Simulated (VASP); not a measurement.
Runs of VASP 6.6.1 on Sn. The structure is that of space group Im-3m (No. 229), or close to it. The cells are those of the table. 

```tsv
level	cell	gap on the mesh (eV)	pressure (GPa)
PBEsol	a = 2.618 Å, angles 109.5°, 1 atom	none	167.1
PBE	a = 2.618 Å, angles 109.5°, 1 atom	none	(b)
PBE	a = 3.299 Å, angles 109.5°, 1 atom	none	(a)
PBE	a = 3.185 Å, angles 109.5°, 1 atom	none	6.4
PBE	a = 2.430 Å, angles 109.5°, 1 atom	none	401.0
```

Alike in all rows: task single point; potentials or basis VASP PAW PBE potentials, release 64 (Sn_d); no spin polarisation; k mesh 14 × 14 × 14; cutoff (eV) 520; smearing fermi-dirac 0.1 eV.

**Question.** Fill in the values left out.

**Answer.** (a) 0.0; (b) 177.0.

Caveats: spin-orbit coupling is left out, which moves the levels of the heavy elements; the PAW data sets were made with another functional, which shifts forces and pressure a little (some runs).

A k mesh can miss the band edges, and the runs leave out spin-orbit coupling on Sn.

A gap of «none» marks levels without a gap at the run's occupations.
